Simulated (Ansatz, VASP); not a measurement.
MgBe2SO2: VASP beside Ansatz

File INCAR:

```
SYSTEM = MgBe2SO2
PREC = Accurate ; ENCUT = 600
EDIFF = 1E-6 ; ISMEAR = 0
SIGMA = 0.1 ; LREAL = .FALSE.
LASPH = .TRUE. ; NELM = 80
ALGO = Normal ; ISIF = 3
LWAVE = .FALSE. ; LCHARG = .FALSE.
GGA = PE ; IBRION = 2
NSW = 90 ; EDIFFG = -0.04
```

KPOINTS

```
Automatic mesh
0
G
  4 4 4
  0 0 0
```

Contents of POSCAR:

```
MgBe2SO2
1.0
    3.8043804900      0.0000000000      0.0000000000
    0.0000000000      3.8043804900      0.0000000000
    0.0000000000      0.0000000000      5.3696813500
Mg Be S O
1 2 1 2
Direct
    0.0000000000      0.0000000000      0.0000000000
    0.5000000000      0.5000000000      0.0000000000
    0.0000000000      0.0000000000      0.5000000000
    0.5000000000      0.5000000000      0.5000000000
    0.5000000000      0.0000000000      0.7581456300
    0.0000000000      0.5000000000      0.2418543700
```

Input for Ansatz:

```yaml
crystal:
  lattice:
    - [3.80438049, 0.0, 0.0]
    - [0.0, 3.80438049, 0.0]
    - [0.0, 0.0, 5.36968135]
  atoms:
    - { symbol: Mg, position: [0.0, 0.0, 0.0] }
    - { symbol: Be, position: [0.5, 0.5, 0.0] }
    - { symbol: Be, position: [0.0, 0.0, 0.5] }
    - { symbol: S, position: [0.5, 0.5, 0.5] }
    - { symbol: O, position: [0.5, 0.0, 0.75814563] }
    - { symbol: O, position: [0.0, 0.5, 0.24185437] }
basis:
  ecutwfc: 420
kpoints:
  mp_grid: { grid: [4, 4, 4] }
hamiltonian:
  xc: pbe
scf:
  occupations: { method: gaussian, width: 0.1 }
  lower_state_search: "off"
output:
  forces: true
  stress: true
  eigenvalues: true
relax:
  adjacent_minimum: "off"
  f_tol: 0.04
  max_steps: 70
  cell: { stress_tol: 0.4 }
```

Change from the starting cell: species swapped into the Li2MgCdP2 type (P-4m2, No. 115).

Alike in both runs: task relaxation of cell and atoms; functional PBE; k mesh 4 × 4 × 4; occupations gaussian, width 0.1 eV; no spin polarisation.

|  | VASP | Ansatz |
| --- | --- | --- |
| version | VASP 6.6.1 | Ansatz 0.2.0 |
| potentials or method | VASP PAW PBE potentials, release 64 (Mg, Be, S, O), cutoff 600 eV | scalar-relativistic, plane waves, PAW |
| valence electrons in the cell | 24 | 32 |

|  | VASP | Ansatz | Ansatz less VASP |
| --- | --- | --- | --- |
| gap on the k mesh at the Fermi level, each at its own relaxed structure (eV) | 0.18 | 0.23 | +0.051 |
| relaxed volume (Å³/atom) | 13.66 | 16.50 | +2.837 |
| relaxed cell length with the largest relative difference (Å) | 7.222 | 8.813 | +1.5913 |

One of these differences is far larger than is usual between the two programs; its cause wasn't traced. VASP's potentials hold 24 valence electrons a cell and Ansatz's 32, so a difference there can come from the potentials and not from the codes.
